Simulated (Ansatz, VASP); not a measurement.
## Two plane-wave programs on Al2Pt

```
CELL_PARAMETERS angstrom
0.00000 2.93517 2.93517
2.93517 0.00000 2.93517
2.93517 2.93517 0.00000
ATOMIC_POSITIONS crystal
Pt 0.00000 0.00000 0.00000
Al 0.75000 0.75000 0.75000
Al 0.25000 0.25000 0.25000
```

Alike in both runs: task single point; functional r2SCAN; k mesh 8 × 8 × 8; occupations fermi-dirac, width 0.05 eV; no spin polarisation.

```csv
,VASP,Ansatz
version,VASP 6.6.1,Ansatz 0.2.0
potentials or method,"VASP PAW PBE potentials, release 64 (Pt, Al)",Ansatz PAW
plane-wave cutoff (eV),520,500
valence electrons in the cell,16,24
```

|  | VASP | Ansatz | Ansatz less VASP |
| --- | --- | --- | --- |
| gap on the k mesh at the Fermi level (eV) | none | none | - |
| pressure (GPa) | 2.3 | 2.5 | +0.24 |

VASP's potentials were made for PBE, not for r2SCAN. A gap of «none» marks a metal or a gap that the smearing closes. VASP's potentials hold 16 valence electrons a cell and Ansatz's 24, so a difference there can come from the potentials and not from the codes.

Neither program's run includes spin-orbit coupling.
